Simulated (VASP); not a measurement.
# SrO (P6_3mc) in VASP: notebook

SrO is run at these levels: PBEsol; tasks: single point.

Program: VASP 6.6.1. These are calculated values, not measurements. Logs are shortened: lines on timing, memory, paths and dates and some standing lists are left out, and cuts for length are marked.

## 1. The cell of the first run

The structure is hexagonal, space group P6_3mc (No. 186). The conventional cell has a = 4.275 Å, b = 4.275 Å, c = 5.156 Å, α = 90.00°, β = 90.00°, γ = 120.00°. Within 3.3 Å of Sr (site symmetry 3m) lie 5 O at 2.47 to 2.58 Å. O (site symmetry 3m) has 5 Sr at 2.47 to 2.58 Å within 3.3 Å.

## 2. Single point, PBEsol

The input, INCAR:

```
PREC     = Accurate       # precision mode
ENCUT    = 520            # plane-wave cutoff, eV
EDIFF    = 1E-6           # SCF threshold, eV
ISMEAR   = -1             # smearing method
SIGMA    = 0.01           # smearing width, eV
LREAL    = F              # projectors in reciprocal space
LASPH    = T              # aspherical terms in the spheres
NELM     = 80             # most SCF steps
ALGO     = Normal         # electronic algorithm
ISIF     = 2              # what is computed and relaxed
LWAVE    = F              # write WAVECAR
LCHARG   = F              # write CHGCAR
GGA      = PS             # functional
NBANDS   = 24             # bands
```

The input, KPOINTS:

```
Automatic mesh
0
Gamma
  4 4 3
```

The input, POSCAR:

```
SrO
1.0
    4.2754662700      0.0000000000      0.0000000000
   -2.1377331300      3.7026624000      0.0000000000
    0.0000000000      0.0000000000      5.1555949900
Sr O
2 2
Direct
    0.3333333300      0.6666666700      0.9381277000
    0.6666666700      0.3333333300      0.4381277000
    0.3333333300      0.6666666700      0.4368723000
    0.6666666700      0.3333333300      0.9368723000
```

Potentials or basis: VASP PAW PBE potentials, release 64 (Sr_sv, O).

On the command line:

```sh
$ cat potpaw_PBE.64/Sr_sv/POTCAR potpaw_PBE.64/O/POTCAR > POTCAR
$ mpirun -np 1 vasp_std > vasp.out
```

OUTCAR:

```text
PREC = Accurate
   ENCUT = 520
   EDIFF = 1E-6
   ISMEAR = -1
   LREAL = F
   LASPH = T
   NELM = 80
   ISIF = 2
   GGA = PS

 ion  position               nearest neighbor table
   1  0.333  0.667  0.938-   4 2.47   4 2.47   4 2.47   3 2.57   3 2.58   2 3.57   2 3.57   2 3.57
                             2 3.57   2 3.57   2 3.57
   2  0.667  0.333  0.438-   3 2.47   3 2.47   3 2.47   4 2.57   4 2.58   1 3.57   1 3.57   1 3.57
                             1 3.57   1 3.57   1 3.57
   3  0.333  0.667  0.437-   2 2.47   2 2.47   2 2.47   1 2.57   1 2.58
   4  0.667  0.333  0.937-   1 2.47   1 2.47   1 2.47   2 2.57   2 2.58

  LATTYP: Found a hexagonal cell.
 ALAT       =     4.2754662700
 C/A-ratio  =     1.2058556107

  Lattice vectors:

 A1 = (   4.2754662700,   0.0000000000,   0.0000000000)
 A2 = (  -2.1377331300,   3.7026624000,   0.0000000000)
 A3 = (   0.0000000000,   0.0000000000,   5.1555949900)

Analysis of symmetry for initial positions (statically):
=====================================================================
 Subroutine PRICEL returns:
 Original cell was already a primitive cell.

 Routine SETGRP: Setting up the symmetry group for a
 hexagonal supercell.

 Subroutine GETGRP returns: Found 12 space group operations
 (whereof  6 operations were pure point group operations)
 out of a pool of 24 trial point group operations.

The static configuration has the point symmetry C_3v.
 The point group associated with its full space group is C_6v.

Analysis of symmetry for dynamics (positions and initial velocities):
=====================================================================
 Subroutine PRICEL returns:
 Original cell was already a primitive cell.

 Routine SETGRP: Setting up the symmetry group for a
 hexagonal supercell.

 Subroutine GETGRP returns: Found 12 space group operations
 (whereof  6 operations were pure point group operations)
 out of a pool of 24 trial point group operations.

The dynamic configuration has the point symmetry C_3v.
 The point group associated with its full space group is C_6v.

 Subroutine INISYM returns: Found 12 space group operations
 (whereof  6 operations are pure point group operations),
 and found     1 'primitive' translations

----------------------------------------------------------------------------------------

                                     Primitive cell

  volume of cell :      81.6162

  direct lattice vectors                    reciprocal lattice vectors
     4.275466270  0.000000000  0.000000000     0.233892618  0.135037966  0.000000000
    -2.137733130  3.702662400  0.000000000     0.000000000  0.270075932  0.000000000
     0.000000000  0.000000000  5.155594990     0.000000000  0.000000000  0.193964034

  length of vectors
     4.275466270  4.275466265  5.155594990     0.270075932  0.270075932  0.193964034

  position of ions in fractional coordinates (direct lattice)
     0.333333330  0.666666670  0.938127700
     0.666666670  0.333333330  0.438127700
     0.333333330  0.666666670  0.436872300
     0.666666670  0.333333330  0.936872300

  ion indices of the primitive-cell ions
   primitive index   ion index
                 1           1
                 2           2
                 3           3
                 4           4

----------------------------------------------------------------------------------------

 KPOINTS: Automatic mesh

Automatic generation of k-mesh.
 Grid dimensions read from file:
 generate k-points for:    4    4    3

 Generating k-lattice:

  Cartesian coordinates                     Fractional coordinates (reciprocal lattice)
     0.058473155  0.033759491  0.000000000     0.250000000 -0.000000000  0.000000000
     0.000000000  0.067518983  0.000000000     0.000000000  0.250000000  0.000000000
     0.000000000  0.000000000  0.064654678     0.000000000  0.000000000  0.333333333

  Length of vectors
     0.067518983  0.067518983  0.064654678

  Shift w.r.t. Gamma in fractional coordinates (k-lattice)
     0.000000000  0.000000000  0.000000000

 Subroutine IBZKPT returns following result:
 ===========================================

 Found      8 irreducible k-points:

 Following reciprocal coordinates:
            Coordinates               Weight
  0.000000  0.000000  0.000000      1.000000
  0.250000 -0.000000  0.000000      6.000000
  0.500000 -0.000000  0.000000      3.000000
  0.250000  0.250000  0.000000      6.000000
  0.000000  0.000000  0.333333      2.000000
  0.250000 -0.000000  0.333333     12.000000
  0.500000 -0.000000  0.333333      6.000000
  0.250000  0.250000  0.333333     12.000000
   k-points           NKPTS =      8   k-points in BZ     NKDIM =      8   number of bands    NBANDS=     24
   number of dos      NEDOS =    301   number of ions     NIONS =      4
   total plane-waves  NPLWV =  40960
   dimension x,y,z NGX =    32 NGY =   32 NGZ =   40
   dimension x,y,z NGXF=    64 NGYF=   64 NGZF=   80
   ions per type =               2   2
   NGX,Y,Z   is equivalent  to a cutoff of  12.44, 12.44, 12.90 a.u.
   NGXF,Y,Z  is equivalent  to a cutoff of  24.89, 24.89, 25.80 a.u.
 SYSTEM =  unknown system
   PREC   = accura    normal or accurate (medium, high low for compatibility)
   ISTART =      0    job   : 0-new  1-cont  2-samecut
   ICHARG =      2    charge: 1-file 2-atom 10-const
   ISPIN  =      1    spin polarized calculation?
   LNONCOLLINEAR =      F non collinear calculations
   LSORBIT =      F    spin-orbit coupling
   LASPH  =      T    aspherical Exc in radial PAW
   ENCUT  =  520.0 eV  38.22 Ry    6.18 a.u.   7.95  7.95  9.59*2*pi/ulx,y,z
   NELM   =     80;   NELMIN=  2; NELMDL= -5     # of ELM steps
   EDIFF  = 0.1E-05   stopping-criterion for ELM
   LREAL  =      F    real-space projection
   EDIFFG = 0.1E-04   stopping-criterion for IOM
   NSW    =      0    number of steps for IOM
   IBRION =     -1    ionic relax: 0-MD 1-quasi-New 2-CG
   NFREE  =      0    steps in history (QN), initial steepest desc. (CG)
   ISIF   =      2    stress and relaxation
   ISYM   =      2    0-nonsym 1-usesym 2-fastsym
   POTIM  = 0.5000    time-step for ionic-motion
   TEBEG  =    0.0;   TEEND  =   0.0 temperature during run
   PSTRESS=    0.0 pullay stress
   NELECT =      32.0000    total number of electrons
   NUPDOWN=      -1.0000    fix difference up-down
   EMIN   =  10.00;   EMAX   =-10.00  energy-range for DOS
   EFERMI =   0.00;   METHOD = LEGACY
   ISMEAR =    -1;   SIGMA  =   0.01  broadening in eV -4-tet -1-fermi 0-gaus
   EFERMI_NEDOS =   21; number of points for ismear=-14 and -15
   IALGO  =     38    algorithm
   IMIX   =      4    mixing-type and parameters
     AMIX     =   0.40;   BMIX     =  1.00
     AMIX_MAG =   1.60;   BMIX_MAG =  1.00
  volume/ion in A,a.u.               =      20.40       137.69
  Fermi-wavevector in a.u.,A,eV,Ry     =   1.198209  2.264287 19.533960  1.435706
  Thomas-Fermi vector in A             =   2.334104
   LORBIT       =      0    0 simple, 1 ext, 2 COOP (PROOUT), +10 PAW based schemes
   GGA     = PS    functional components
   LHFCALC =     F    Hartree Fock is set to
   AEXX    =    0.0000 exact exchange contribution
   IVDW    =     0    specifies the selected vdW correction
   LEPSILON=     F    determine dielectric tensor
   LRPA    =     F    only Hartree local field effects (RPA)
 non-spin polarized calculation
  energy-cutoff  :      520.00
  volume of cell :       81.62
 maximum number of plane-waves:      2204
 NGX is ok and might be reduce to    32
   NGX = 15   NGY = 15   NGZ = 19

 number of electron      32.0000007 magnetization

 Free energy of the ion-electron system (eV)
  ---------------------------------------------------
  ext. energy  EPLUGINS =         0.00000000
  ---------------------------------------------------
  free energy    TOTEN  =       -24.97001491 eV

  energy without entropy =      -24.97001491  energy(sigma->0) =      -24.97001491

 E-fermi :   0.8351     XC(G=0):  -9.1746

 val. band max:        0.5997317361   @ k =   0.0000   0.0000   0.0000
 cond. band min:       3.1003472209   @ k =   0.0000   0.0000   0.0000
 fundamental gap:      2.5006154849
 Fermi energy:         0.8351498058

 k-point     1 :       0.0000    0.0000    0.0000
  band No.  band energies     occupation
      1     -31.6874      2.00000
      2     -31.5184      2.00000
      3     -14.3386      2.00000
      4     -14.3358      2.00000
      5     -14.2533      2.00000
      6     -13.8527      2.00000
[... 16 lines left out ...]
     23       9.1322      0.00000
     24       9.3704      0.00000

 k-point     2 :       0.2500   -0.0000    0.0000
  band No.  band energies     occupation
      1     -31.6570      2.00000
      2     -31.5309      2.00000
      3     -15.0722      2.00000
      4     -14.9849      2.00000
      5     -14.1385      2.00000
      6     -13.9252      2.00000
[... 16 lines left out ...]
     23       8.9357      0.00000
     24       9.2811      0.00000

 k-point     3 :       0.5000   -0.0000    0.0000
  band No.  band energies     occupation
      1     -31.6130      2.00000
      2     -31.5569      2.00000
      3     -15.4422      2.00000
      4     -15.3510      2.00000
      5     -13.9896      2.00000
      6     -13.9459      2.00000
[... 16 lines left out ...]
     23       9.0736      0.00000
     24       9.3362      0.00000

 k-point     4 :       0.2500    0.2500    0.0000
  band No.  band energies     occupation
      1     -31.6132      2.00000
      2     -31.5568      2.00000
      3     -15.4010      2.00000
      4     -15.3559      2.00000
      5     -14.0715      2.00000
      6     -13.9472      2.00000
[... 16 lines left out ...]
     23       9.0926      0.00000
     24       9.5493      0.00000

 k-point     5 :       0.0000    0.0000    0.3333
  band No.  band energies     occupation
      1     -31.6447      2.00000
      2     -31.5602      2.00000
      3     -15.0466      2.00000
      4     -14.9068      2.00000
      5     -13.7771      2.00000
      6     -13.7771      2.00000
[... 16 lines left out ...]
     23       9.5476      0.00000
     24       9.5476      0.00000

 k-point     6 :       0.2500   -0.0000    0.3333
  band No.  band energies     occupation
      1     -31.6246      2.00000
      2     -31.5615      2.00000
      3     -15.4408      2.00000
      4     -15.3595      2.00000
      5     -13.8322      2.00000
      6     -13.6907      2.00000
[... 16 lines left out ...]
     23       9.1570      0.00000
     24       9.5776      0.00000

 k-point     7 :       0.5000   -0.0000    0.3333
  band No.  band energies     occupation
      1     -31.5978      2.00000
      2     -31.5697      2.00000
      3     -15.7285      2.00000
      4     -15.6782      2.00000
      5     -13.8829      2.00000
      6     -13.6639      2.00000
[... 16 lines left out ...]
     23       9.1040      0.00000
     24       9.6658      0.00000

 k-point     8 :       0.2500    0.2500    0.3333
  band No.  band energies     occupation
      1     -31.5978      2.00000
      2     -31.5696      2.00000
      3     -15.7079      2.00000
      4     -15.6733      2.00000
      5     -13.9556      2.00000
      6     -13.7126      2.00000
[... 16 lines left out ...]
     23       9.4519      0.00000
     24       9.5654      0.00000

------------------------ aborting loop because EDIFF is reached ----------------------------------------

  FORCE on cell =-STRESS in cart. coord.  units (eV):
  Direction    XX          YY          ZZ          XY          YZ          ZX
  --------------------------------------------------------------------------------------
  -------------------------------------------------------------------------------------
  Total       -0.7440202     -0.7440202     -0.7802384     -0.0000000      0.0000000      0.0000000
  in kB      -14.6055829    -14.6055829    -15.3165701     -0.0000000      0.0000000      0.0000000
  external PRESSURE =     -14.8425786 kB  Pullay stress =       0.0000000 kB

 VOLUME and BASIS-vectors are now :
 -----------------------------------------------------------------------------
  energy-cutoff  :      520.00
  volume of cell :       81.62
      direct lattice vectors                 reciprocal lattice vectors
     4.275466270  0.000000000  0.000000000     0.233892618  0.135037966  0.000000000
    -2.137733130  3.702662400  0.000000000     0.000000000  0.270075932  0.000000000
     0.000000000  0.000000000  5.155594990     0.000000000  0.000000000  0.193964034

 POSITION                                       TOTAL-FORCE (eV/Angst)
 -----------------------------------------------------------------------------------
     -0.00000      2.46844      4.83661        -0.000000     -0.000000     -0.012502
      2.13773      1.23422      2.25881         0.000000     -0.000000     -0.012502
     -0.00000      2.46844      2.25234        -0.000000      0.000000      0.012502
      2.13773      1.23422      4.83013         0.000000     -0.000000      0.012502
 -----------------------------------------------------------------------------------
    total drift:                               -0.000030      0.000017      0.000326

  FREE ENERGIE OF THE ION-ELECTRON SYSTEM (eV)
  ---------------------------------------------------
  free  energy   TOTEN  =       -24.9700149112 eV

  energy  without entropy=      -24.9700149112  energy(sigma->0) =      -24.97001491
```

Wall time 28 s (1 thread of Intel Xeon 8259CL, shared host); peak memory 0.19 GiB.

Results:

* Free energy: -24.9700 eV
* Pressure: -1.5 GPa
* Largest force: 0.013 eV/Å
* Band gap on the k mesh: 2.50 eV

Forces on the atoms (eV/Å):
```
Sr   0.000  0.000 -0.013
Sr   0.000  0.000 -0.013
O    0.000  0.000  0.013
O    0.000  0.000  0.013
```

Levels at points of the mesh, in eV from the valence-band top:
```
           k point  band 12  band 13  band 14  band 15  band 16  band 17  band 18  band 19  band 20  band 21
(0.00, 0.00, 0.00)    -1.06    -0.90    -0.90    -0.34     0.00     2.50     6.05     6.05     7.07     7.99
(0.50, 0.00, 0.00)    -0.87    -0.37    -0.36    -0.35    -0.27     4.20     4.74     4.98     7.05     7.99
```

Caveat: the k points lie up to 0.42 Å⁻¹ apart; the PAW data sets were made with another functional, which shifts forces and pressure a little.

## 3. Single point, PBEsol, non-collinear spin, zero start, spin-orbit coupling

The input, INCAR:

```
PREC = Accurate ; ENCUT = 520
EDIFF = 1E-6 ; ISMEAR = -1
SIGMA = 0.01 ; LREAL = False
LASPH = True ; NELM = 150
ALGO = Normal ; ISIF = 2
LWAVE = False ; LCHARG = False
MAGMOM = 0 0 0 0 0 0 0 0 0 0 0 0 ; LORBIT = 11
LSORBIT = True ; GGA_COMPAT = False
LORBMOM = True ; GGA = PS
NBANDS = 46
```

The input, KPOINTS:

```
regular mesh
0
Gamma
  4 4 3
```

POSCAR is that of step 2.

Potentials or basis: VASP PAW PBE potentials, release 64 (Sr_sv, O).

On the command line:

```sh
$ cat potpaw_PBE.64/Sr_sv/POTCAR potpaw_PBE.64/O/POTCAR > POTCAR
$ mpirun -np 1 vasp_ncl > vasp.out
```

Wall time 3.4 min (1 thread of Intel Xeon 8259CL, shared host); peak memory 0.38 GiB.

Results (log left out):

- Free energy: -25.1461 eV
- Pressure: -1.5 GPa
- Largest force: 0.012 eV/Å
- Net moment: 0.00 μB per cell
- Valence electrons inside the program's atomic spheres: Sr 8.08; O 4.95

Forces on the atoms (eV/Å):
```
Sr   0.000  0.000 -0.012
Sr   0.000  0.000 -0.012
O    0.000  0.000  0.012
O    0.000  0.000  0.012
```

Moments on the atoms (μB; x, y, z):
```
Sr  0.00 0.00 0.00
Sr  0.00 0.00 0.00
O   0.00 0.00 0.00
O   0.00 0.00 0.00
```

Caveat: the k points lie up to 0.42 Å⁻¹ apart; the PAW data sets were made with another functional, which shifts forces and pressure a little.
